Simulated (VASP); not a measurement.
Input of a VASP 6.6.1 run:

The input INCAR:

```
ALGO = Normal
EDIFF = 1E-7
ENCUT = 520
GGA = PE
ISIF = 2
ISMEAR = 0
LASPH = True
LCHARG = False
LREAL = False
LWAVE = False
NBANDS = 56
NELM = 100
PREC = Accurate
SIGMA = 0.1
```

Contents of KPOINTS:

```
k-points
0
Gamma
  6 6 2
```

Contents of POSCAR:

```
Ga2BAs3
1.0
    5.5246341100      0.0000000000      0.0000000000
   -2.7623170500      4.7844734900      0.0000000000
    0.0000000000      0.0000000000      8.8371798800
Ga B As
4 2 6
Direct
    0.3333333300      0.6666666700      0.0625000000
    0.6666666700      0.3333333300      0.5625000000
    0.3333333300      0.6666666700      0.4375000000
    0.6666666700      0.3333333300      0.9375000000
    0.0000000000      0.0000000000      0.0000000000
    0.0000000000      0.0000000000      0.5000000000
    0.1666699900      0.3333399900      0.2500000000
    0.8333300100      0.1666699900      0.7500000000
    0.6666600100      0.8333300100      0.2500000000
    0.8333300100      0.6666600100      0.7500000000
    0.1666699900      0.8333300100      0.2500000000
    0.3333399900      0.1666699900      0.7500000000
```

Potentials or basis: VASP PAW PBE potentials, release 64 (Ga_d, B, As).

Launch:

```sh
$ cat potpaw_PBE.64/Ga_d/POTCAR potpaw_PBE.64/B/POTCAR potpaw_PBE.64/As/POTCAR > POTCAR
$ mpirun -np 1 vasp_std > vasp.out
```

(1) Predict the pressure.

(2) What does it give for the largest force?

(3) What does it give for the band gap on the k mesh?

## Answers

(1) 16.5 GPa.

(2) 5.343 eV/Å.

(3) zero (bands 44 and 45 overlap by 1.67 eV).

Caveat: the cell stands under pressure; forces of over 1 eV/Å act on the atoms, so gaps and moduli don't describe the material at rest.
